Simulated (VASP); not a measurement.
Input of a VASP 6.6.1 run:

Contents of INCAR:

```
  ALGO = Normal
  EDIFF = 1E-7
  ENCUT = 520
  GGA = PS
  ISIF = 2
  ISMEAR = 0
  LASPH = T
  LCHARG = F
  LREAL = F
  LWAVE = F
  NBANDS = 15
  NELM = 80
  PREC = Accurate
  SIGMA = 0.05
```

File KPOINTS:

```
k-points
0
Gamma
  6 6 6
```

Contents of POSCAR:

```
KCl
1.0
    3.6472362000      0.0000000000      0.0000000000
    0.0000000000      3.6472362000      0.0000000000
    0.0000000000      0.0000000000      3.7432161000
K Cl
1 1
Direct
    0.0000000000      0.0000000000      0.0000000000
    0.5000000000      0.5000000000      0.5000000000
```

Potentials or basis: VASP PAW PBE potentials, release 64 (K_sv, Cl).

Run with:

```bash
$ cat potpaw_PBE.64/K_sv/POTCAR potpaw_PBE.64/Cl/POTCAR > POTCAR
$ mpirun -np 1 vasp_std > vasp.out
```

Problem. Estimate the pressure.

Solution. 1.2 GPa.

Problem. Predict the band gap on the k mesh.

Solution. 5.12 eV, indirect (least direct gap 5.34 eV).

Stress tensor (GPa, compression positive):
```
1.67 0.00 0.00
0.00 1.67 0.00
0.00 0.00 0.41
```

Caveat: the cell differs from its parent crystal (strain -0.050 along x and y, -0.025 along z); the PAW data sets were made with another functional, which shifts forces and pressure a little. A k mesh can miss the band edges.
